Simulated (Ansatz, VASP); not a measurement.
# One calculation of Lu, two programs

```
Lu
1.0
     3.50708    0.00000    0.00000
    -1.75354    3.03722    0.00000
     0.00000    0.00000    5.47729
Lu
2
Direct
  0.33333 0.66667 0.25000
  0.66667 0.33333 0.75000
```

Alike in both runs: task single point; functional PBE; k mesh 10 × 10 × 6; occupations methfessel-paxton of order 1, width 0.6 eV; no spin polarisation.

|  | VASP | Ansatz |
| --- | --- | --- |
| version | VASP 6.6.1 | Ansatz 0.2.0 |
| potentials or method | VASP PAW PBE potentials, release 64 (Lu), cutoff 520 eV | plane waves (420 eV) with PAW, scalar-relativistic |
| valence electrons in the cell | 50 | 50 |

Ansatz gave:

```
pressure (GPa)                                                : 0.0
traceless stress, the component that is largest in VASP (GPa) : 0.21
```

**Question.** What did VASP give for the same quantities?

**Answer.** Pressure (GPa): 0.4; traceless stress, the component that is largest in VASP (GPa): 0.21.

With one functional, cell and mesh, what is left measures potentials, basis and numerics.

Spin-orbit coupling is off throughout.
